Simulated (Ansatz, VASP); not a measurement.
## Two plane-wave programs on ZrNb2N3

```xyz
6
Lattice="-2.5469 2.5660 3.9628 2.5469 -2.5660 3.9628 2.5469 2.5660 -3.9628" Properties=species:S:1:pos:R:3 pbc="T T T"
Zr    0.0000    0.0000    0.0000
Nb    2.5469    0.0000    0.0000
Nb    0.0000    2.5660    0.0000
N     2.5469    0.0000    1.9812
N     0.0000    2.5660    1.9817
N     0.0000    0.0000    3.9628
```

Alike in both runs: functional PBE; k mesh 3 × 3 × 3; occupations gaussian, width 0.15 eV; no spin polarisation.

Ansatz relaxed the structure, and its values are those at the end. VASP's run is a single point on that final structure, the one shown.

|  | VASP | Ansatz |
| --- | --- | --- |
| version | VASP 6.6.1 | Ansatz 0.2.0 |
| potentials or method | VASP PAW PBE potentials, release 64 (Zr_sv, Nb_sv, N), cutoff 600 eV | scalar-relativistic, plane waves, PAW |
| valence electrons in the cell | 53 | 53 |

Ansatz gave:

* gap on the k mesh at the Fermi level (eV): none
* pressure (GPa): 0.3

Q: Which values does VASP return?

A: gap on the k mesh at the Fermi level (eV): none; pressure (GPa): 0.1.

A gap of «none» marks a metal or a gap that the smearing closes. The functional is the same, so the differences come from potentials, cutoffs and numerics.

The k mesh is coarse, so the values compare programs but aren't converged.
